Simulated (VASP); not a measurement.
# MgO (I4mm) in VASP: further runs

The runs below take MgO through single point, with PBE.

Program: VASP 6.6.1. These are calculated values, not measurements. Logs are shortened: lines on timing, memory, paths and dates and some standing lists are left out, and cuts for length are marked.

## (1) The cell of the first run

The structure is tetragonal, space group I4mm (No. 107). The conventional cell has a = 3.020 Å, b = 3.020 Å, c = 4.270 Å, α = 90.00°, β = 90.00°, γ = 90.00°. Within 2.2 Å of Mg (site symmetry 4mm) lie 5 O at 1.64 to 2.19 Å. Within 2.2 Å of O (site symmetry 4mm) lie 5 Mg at 1.64 to 2.19 Å.

## (2) Single point, PBE (all Mg atoms moved -0.500 Å, as atom 1 along Cartesian [0 1 0])

Contents of INCAR:

```
SYSTEM = MgO
  PREC = Accurate
  ENCUT = 520
  EDIFF = 1E-6
  ISMEAR = 0
  SIGMA = 0.05
  LREAL = .False.
  LASPH = .True.
  NELM = 60
  ALGO = Normal
  ISIF = 2
  LWAVE = .False.
  LCHARG = .False.
  GGA = PE
  NBANDS = 11
```

Contents of KPOINTS:

```
regular mesh
0
Gamma
  10 10 10
  0 0 0
```

Contents of POSCAR:

```
MgO
1.0
    0.0000000000      2.1351500000      2.1351500000
    2.1351500000      0.0000000000      2.1351500000
    2.1351500000      2.1351500000      0.0000000000
Mg O
1 1
Direct
   -0.1170877924      0.1170877924     -0.1170877924
    0.5000000000      0.5000000000      0.5000000000
```

Potentials or basis: VASP PAW PBE potentials, release 64 (Mg, O).

Command:

```console
$ cat potpaw_PBE.64/Mg/POTCAR potpaw_PBE.64/O/POTCAR > POTCAR
$ mpirun -np 1 vasp_std > vasp.out
```

OUTCAR:

```text
SYSTEM = MgO
   PREC = Accurate
   ENCUT = 520
   EDIFF = 1E-6
   ISMEAR = 0
   LREAL = .False.
   LASPH = .True.
   NELM = 60
   ISIF = 2
   GGA = PE

 ion  position               nearest neighbor table
   1  0.883  0.117  0.883-   2 1.64   2 2.19   2 2.19   2 2.19   2 2.19   2 2.64
   2  0.500  0.500  0.500-   1 1.64   1 2.19   1 2.19   1 2.19   1 2.19   1 2.64

  LATTYP: Found a face centered cubic cell.
 ALAT       =     4.2703000000

  Lattice vectors:

 A1 = (   0.0000000000,   2.1351500000,   2.1351500000)
 A2 = (   2.1351500000,   0.0000000000,   2.1351500000)
 A3 = (   2.1351500000,   2.1351500000,   0.0000000000)

Analysis of symmetry for initial positions (statically):
=====================================================================
 Subroutine PRICEL returns:
 Original cell was already a primitive cell.

 Routine SETGRP: Setting up the symmetry group for a
 face centered cubic supercell.

 Subroutine GETGRP returns: Found  8 space group operations
 (whereof  8 operations were pure point group operations)
 out of a pool of 48 trial point group operations.

The static configuration has the point symmetry C_4v.

Analysis of symmetry for dynamics (positions and initial velocities):
=====================================================================
 Subroutine PRICEL returns:
 Original cell was already a primitive cell.

 Routine SETGRP: Setting up the symmetry group for a
 face centered cubic supercell.

 Subroutine GETGRP returns: Found  8 space group operations
 (whereof  8 operations were pure point group operations)
 out of a pool of 48 trial point group operations.

The dynamic configuration has the point symmetry C_4v.

 Subroutine INISYM returns: Found  8 space group operations
 (whereof  8 operations are pure point group operations),
 and found     1 'primitive' translations

----------------------------------------------------------------------------------------

                                     Primitive cell

  volume of cell :      19.4677

  direct lattice vectors                    reciprocal lattice vectors
     0.000000000  2.135150000  2.135150000    -0.234175585  0.234175585  0.234175585
     2.135150000  0.000000000  2.135150000     0.234175585 -0.234175585  0.234175585
     2.135150000  2.135150000  0.000000000     0.234175585  0.234175585 -0.234175585

  length of vectors
     3.019558088  3.019558088  3.019558088     0.405604011  0.405604011  0.405604011

  position of ions in fractional coordinates (direct lattice)
     0.882912208  0.117087792  0.882912208
     0.500000000  0.500000000  0.500000000

[... 85 lines left out ...]
   TEBEG  =    0.0;   TEEND  =   0.0 temperature during run
   PSTRESS=    0.0 pullay stress
   NELECT =       8.0000    total number of electrons
   NUPDOWN=      -1.0000    fix difference up-down
   EMIN   =  10.00;   EMAX   =-10.00  energy-range for DOS
   EFERMI =   0.00;   METHOD = LEGACY
   ISMEAR =     0;   SIGMA  =   0.05  broadening in eV -4-tet -1-fermi 0-gaus
   EFERMI_NEDOS =   21; number of points for ismear=-14 and -15
   IALGO  =     38    algorithm
   IMIX   =      4    mixing-type and parameters
     AMIX     =   0.40;   BMIX     =  1.00
     AMIX_MAG =   1.60;   BMIX_MAG =  1.00
  volume/ion in A,a.u.               =       9.73        65.69
  Fermi-wavevector in a.u.,A,eV,Ry     =   1.217119  2.300022 20.155386  1.481379
  Thomas-Fermi vector in A             =   2.352450
   LORBIT       =      0    0 simple, 1 ext, 2 COOP (PROOUT), +10 PAW based schemes
   GGA     = PE    functional components
   LHFCALC =     F    Hartree Fock is set to
   AEXX    =    0.0000 exact exchange contribution
   IVDW    =     0    specifies the selected vdW correction
   LEPSILON=     F    determine dielectric tensor
   LRPA    =     F    only Hartree local field effects (RPA)
 non-spin polarized calculation
 Gauss-broadening in eV      SIGMA  =   0.05
  energy-cutoff  :      520.00
  volume of cell :       19.47
 maximum number of plane-waves:       544
   NGX = 11   NGY = 11   NGZ = 11

 number of electron       8.0000002 magnetization

 Free energy of the ion-electron system (eV)
  ---------------------------------------------------
  ext. energy  EPLUGINS =         0.00000000
  ---------------------------------------------------
  free energy    TOTEN  =       -10.70855893 eV

  energy without entropy =      -10.70855893  energy(sigma->0) =      -10.70855893

 E-fermi :   2.8909     XC(G=0): -10.7913

 val. band max:        2.6403693973   @ k =   0.0000   0.0000   0.0000
 cond. band min:       6.9721244320   @ k =   0.0000   0.0000   0.0000
 fundamental gap:      4.3317550347
 Fermi energy:         2.8909047982

 k-point     1 :       0.0000    0.0000    0.0000
  band No.  band energies     occupation
      1     -14.2742      2.00000
      2       2.4987      2.00000
      3       2.6404      2.00000
      4       2.6404      2.00000
      5       6.9721      0.00000
      6      18.8446      0.00000
      7      19.3156      0.00000
      8      19.3156      0.00000
      9      21.7401      0.00000
     10      24.1155      0.00000
     11      24.5539      0.00000
[... 309 lines left out ...]
 k-point    24 :       0.1000    0.0000   -0.1000
  band No.  band energies     occupation
      1     -14.0339      2.00000
      2       1.2047      2.00000
      3       2.4360      2.00000
      4       2.5848      2.00000
      5       8.4277      0.00000
      6      16.2235      0.00000
      7      18.9725      0.00000
      8      19.6068      0.00000
      9      21.9594      0.00000
     10      23.5437      0.00000
     11      25.2938      0.00000

 [... further k-points ...]

------------------------ aborting loop because EDIFF is reached ----------------------------------------

  FORCE on cell =-STRESS in cart. coord.  units (eV):
  Direction    XX          YY          ZZ          XY          YZ          ZX
  --------------------------------------------------------------------------------------
  -------------------------------------------------------------------------------------
  Total       -0.7218626     11.7895793     -0.7218626      0.0000000      0.0000000      0.0000000
  in kB      -59.4086862    970.2725010    -59.4086862      0.0000000      0.0000000      0.0000000
  external PRESSURE =     283.8183762 kB  Pullay stress =       0.0000000 kB

 VOLUME and BASIS-vectors are now :
 -----------------------------------------------------------------------------
  energy-cutoff  :      520.00
  volume of cell :       19.47
      direct lattice vectors                 reciprocal lattice vectors
     0.000000000  2.135150000  2.135150000    -0.234175585  0.234175585  0.234175585
     2.135150000  0.000000000  2.135150000     0.234175585 -0.234175585  0.234175585
     2.135150000  2.135150000  0.000000000     0.234175585  0.234175585 -0.234175585

 POSITION                                       TOTAL-FORCE (eV/Angst)
 -----------------------------------------------------------------------------------
      2.13515      3.77030      2.13515         0.000000      7.794145      0.000000
      2.13515      2.13515      2.13515         0.000000     -7.794145      0.000000
 -----------------------------------------------------------------------------------
    total drift:                               -0.000001     -0.000760     -0.000001

  FREE ENERGIE OF THE ION-ELECTRON SYSTEM (eV)
  ---------------------------------------------------
  free  energy   TOTEN  =       -10.7085589348 eV

  energy  without entropy=      -10.7085589348  energy(sigma->0) =      -10.70855893
```

OSZICAR:

```text
N       E                     dE             d eps       ncg     rms          rms(c)
DAV:   1     0.218711522462E+02    0.21871E+02   -0.43400E+03  2276   0.640E+02
DAV:   2    -0.119038669045E+02   -0.33775E+02   -0.33092E+02  2586   0.146E+02
DAV:   3    -0.127764066494E+02   -0.87254E+00   -0.87182E+00  2753   0.220E+01
DAV:   4    -0.127786545576E+02   -0.22479E-02   -0.22479E-02  2502   0.128E+00
DAV:   5    -0.127786623306E+02   -0.77730E-05   -0.77730E-05  2712   0.729E-02    0.830E+00
DAV:   6    -0.107453057700E+02    0.20334E+01   -0.11636E+01  2421   0.187E+01    0.246E+00
DAV:   7    -0.107197976060E+02    0.25508E-01   -0.68956E-02  2523   0.233E+00    0.146E+00
DAV:   8    -0.107090808586E+02    0.10717E-01   -0.40985E-02  2415   0.216E+00    0.243E-01
DAV:   9    -0.107084821080E+02    0.59875E-03   -0.59124E-03  2562   0.562E-01    0.989E-02
DAV:  10    -0.107085553401E+02   -0.73232E-04   -0.83852E-04  2493   0.204E-01    0.175E-02
DAV:  11    -0.107085591646E+02   -0.38245E-05   -0.19805E-05  2691   0.381E-02    0.153E-02
DAV:  12    -0.107085589348E+02    0.22976E-06   -0.97579E-06  2421   0.242E-02
   1 F= -.10708559E+02 E0= -.10708559E+02  d E =-.704182E-15
```

stdout:

```text
POSCAR found type information on POSCAR MgO
 POSCAR found :  2 types and       2 ions
 scaLAPACK will be used
 LDA part: xc-table for (Slater+PW92), standard interpolation
 POSCAR, INCAR and KPOINTS ok, starting setup
 FFT: planning ... GRIDC
 FFT: planning ... GRID_SOFT
 FFT: planning ... GRID
 WAVECAR not read
 entering main loop
```

Run time: 26 s. Hardware: 1 thread of AMD EPYC 7R43 (Zen 3), shared host; peak memory 0.11 GiB.

Results:

```yaml
Free_energy: -10.7086 eV
Pressure: 28.4 GPa
Largest_force: 7.794 eV/Å
Band_gap_on_the_k_mesh: 4.33 eV, direct
```

Forces on the atoms (eV/Å):
```
Mg   0.000  7.794  0.000
O    0.000 -7.794  0.000
```

Levels at points of the mesh, in eV from the valence-band top:
```
           k point  band 1  band 2  band 3  band 4  band 5  band 6  band 7  band 8  band 9
(0.00, 0.00, 0.00)  -16.91   -0.14    0.00    0.00    4.33   16.20   16.68   16.68   19.10
(0.50, 0.00, 0.00)  -15.80   -4.20   -0.46   -0.43    7.87   11.59   15.93   16.43   19.81
(0.50, 0.50, 0.00)  -15.54   -3.71   -1.34   -1.06    8.85    9.90   12.91   18.25   19.35
(0.50, 0.00, 0.50)  -15.57   -3.38   -1.12   -1.12    8.57    9.33   12.73   18.69   18.69
```

Caveat: the cell differs from its parent crystal (all Mg atoms moved -0.500 Å, as atom 1 along Cartesian [0 1 0]); forces of over 1 eV/Å act on the atoms, so gaps and moduli don't describe the material at rest.

## (3) Single point, PBE (all Mg atoms moved +0.375 Å, as atom 1 along Cartesian [0 1 0])

Contents of INCAR:

```
ALGO = Normal ; EDIFF = 1E-7
ENCUT = 520 ; GGA = PE
ISIF = 2 ; ISMEAR = 0
LASPH = True ; LCHARG = False
LREAL = False ; LWAVE = False
NBANDS = 11 ; NELM = 60
PREC = Accurate ; SIGMA = 0.05
```

Contents of KPOINTS:

```
k-points
0
Gamma
  10 10 10
```

Changes to POSCAR since step 2:

```diff
@@ -8,3 +8,3 @@
 Direct
-   -0.1170877924      0.1170877924     -0.1170877924
+    0.0878158443     -0.0878158443      0.0878158443
     0.5000000000      0.5000000000      0.5000000000
```

Potentials or basis: VASP PAW PBE potentials, release 64 (Mg, O).

Command:

```console
$ cat potpaw_PBE.64/Mg/POTCAR potpaw_PBE.64/O/POTCAR > POTCAR
$ mpirun -np 1 vasp_std > vasp.out
```

It took 38 s on 1 thread of AMD EPYC 7R43 (Zen 3), shared host; peak memory 0.12 GiB.

It converged, with:

* Free energy: -11.4057 eV
* Pressure: 12.3 GPa
* Largest force: 3.782 eV/Å
* Band gap on the k mesh: 4.32 eV, direct

Forces on the atoms (eV/Å):
```
Mg   0.000 -3.782  0.000
O    0.000  3.782  0.000
```

Stress tensor (GPa, compression positive):
```
-4.62  0.00  0.00
 0.00 46.29  0.00
 0.00  0.00 -4.62
```

Levels at points of the mesh, in eV from the valence-band top:
```csv
k point,band 1,band 2,band 3,band 4,band 5,band 6,band 7,band 8,band 9
"(0.00, 0.00, 0.00)",-17.00,-0.13,0.00,0.00,4.32,15.92,16.19,16.19,19.20
"(0.50, 0.00, 0.00)",-15.85,-4.31,-0.55,-0.51,7.76,11.75,15.89,16.25,19.98
"(0.50, 0.50, 0.00)",-15.60,-3.81,-1.32,-1.21,9.07,9.55,12.82,18.25,19.09
"(0.50, 0.00, 0.50)",-15.62,-3.65,-1.20,-1.20,8.89,9.21,12.77,18.56,18.56
```

Caveat: the cell differs from its parent crystal (all Mg atoms moved +0.375 Å, as atom 1 along Cartesian [0 1 0]); forces of over 1 eV/Å act on the atoms, so gaps and moduli don't describe the material at rest.

## (4) Single point, PBE (all Mg atoms moved -0.250 Å, as atom 1 along Cartesian [0 1 0])

Contents of INCAR:

```
SYSTEM = MgO
  PREC = Accurate
  ENCUT = 520
  EDIFF = 1E-6
  ISMEAR = 0
  SIGMA = 0.05
  LREAL = .FALSE.
  LASPH = .TRUE.
  NELM = 100
  ALGO = Normal
  ISIF = 2
  LWAVE = .FALSE.
  LCHARG = .FALSE.
  GGA = PE
  NBANDS = 11
```

Contents of KPOINTS:

```
regular mesh
0
G
  10 10 10
  0 0 0
```

Changes to POSCAR since step 3:

```diff
@@ -8,3 +8,3 @@
 Direct
-    0.0878158443     -0.0878158443      0.0878158443
+   -0.0585438962      0.0585438962     -0.0585438962
     0.5000000000      0.5000000000      0.5000000000
```

Command:

```console
$ cat potpaw_PBE.64/Mg/POTCAR potpaw_PBE.64/O/POTCAR > POTCAR
$ mpirun -np 1 vasp_std > vasp.out
```

Run time: 29 s. Hardware: 1 thread of AMD EPYC 7R43 (Zen 3), shared host; peak memory 0.11 GiB.

It converged, with:

```
Free energy            : -11.7338 eV
Pressure               : 3.4 GPa
Largest force          : 1.699 eV/Å
Band gap on the k mesh : 4.33 eV, direct
```

Forces in eV/Å, atoms in the order of the input:
```
Mg   0.000  1.699  0.000
O    0.000 -1.699  0.000
```

Stress tensor (GPa, compression positive):
```
-3.48  0.00  0.00
 0.00 17.14  0.00
 0.00  0.00 -3.48
```

Levels at points of the mesh, in eV from the valence-band top:
```
           k point  band 2  band 3  band 4  band 5  band 6  band 7
(0.00, 0.00, 0.00)   -0.08    0.00    0.00    4.33   15.72   15.84
(0.50, 0.00, 0.00)   -4.39   -0.59   -0.56    7.69   11.93   15.88
(0.50, 0.50, 0.00)   -3.87   -1.31   -1.27    9.28    9.29   12.74
(0.50, 0.00, 0.50)   -3.81   -1.25   -1.25    9.13    9.20   12.75
```

Caveat: the cell differs from its parent crystal (all Mg atoms moved -0.250 Å, as atom 1 along Cartesian [0 1 0]); forces of over 1 eV/Å act on the atoms, so gaps and moduli don't describe the material at rest.

## (5) Single point, PBE (all Mg atoms moved +0.438 Å, as atom 1 along Cartesian [0 1 0])

Contents of INCAR:

```
SYSTEM = MgO
PREC = Accurate ; ENCUT = 520
EDIFF = 1E-7 ; ISMEAR = 0
SIGMA = 0.05 ; LREAL = .FALSE.
LASPH = .TRUE. ; NELM = 80
ALGO = Normal ; ISIF = 2
LWAVE = .FALSE. ; LCHARG = .TRUE.
GGA = PE ; LELF = .TRUE.
LVHAR = .TRUE. ; NBANDS = 11
```

KPOINTS is that of step 4.

Changes to POSCAR since step 4:

```diff
@@ -8,3 +8,3 @@
 Direct
-   -0.0585438962      0.0585438962     -0.0585438962
+    0.1024518184     -0.1024518184      0.1024518184
     0.5000000000      0.5000000000      0.5000000000
```

Command:

```console
$ cat potpaw_PBE.64/Mg/POTCAR potpaw_PBE.64/O/POTCAR > POTCAR
$ mpirun -np 1 vasp_std > vasp.out
```

Wall time 41 s (1 thread of AMD EPYC 7R43 (Zen 3), shared host); peak memory 0.11 GiB.

It converged, with:

```yaml
Free_energy: -11.1193 eV
Pressure: 19.3 GPa
Largest_force: 5.471 eV/Å
Band_gap_on_the_k_mesh: 4.32 eV, direct
```

Forces on the atoms (eV/Å):
```
Mg   0.000 -5.471  0.000
O    0.000  5.471  0.000
```

Stress tensor (GPa, compression positive):
```
-5.26  0.00  0.00
 0.00 68.34  0.00
 0.00  0.00 -5.26
```

Levels at points of the mesh, in eV from the valence-band top:
| k point | band 1 | band 2 | band 3 | band 4 | band 5 | band 6 | band 7 | band 8 |
| --- | --- | --- | --- | --- | --- | --- | --- | --- |
| (0.00, 0.00, 0.00) | -16.96 | -0.15 | 0.00 | 0.00 | 4.32 | 16.05 | 16.42 | 16.42 |
| (0.50, 0.00, 0.00) | -15.83 | -4.26 | -0.52 | -0.47 | 7.81 | 11.67 | 15.91 | 16.34 |
| (0.50, 0.50, 0.00) | -15.57 | -3.76 | -1.33 | -1.15 | 8.96 | 9.71 | 12.86 | 18.24 |
| (0.50, 0.00, 0.50) | -15.60 | -3.53 | -1.16 | -1.16 | 8.73 | 9.26 | 12.76 | 18.62 |

Caveat: the cell differs from its parent crystal (all Mg atoms moved +0.438 Å, as atom 1 along Cartesian [0 1 0]); forces of over 1 eV/Å act on the atoms, so gaps and moduli don't describe the material at rest.
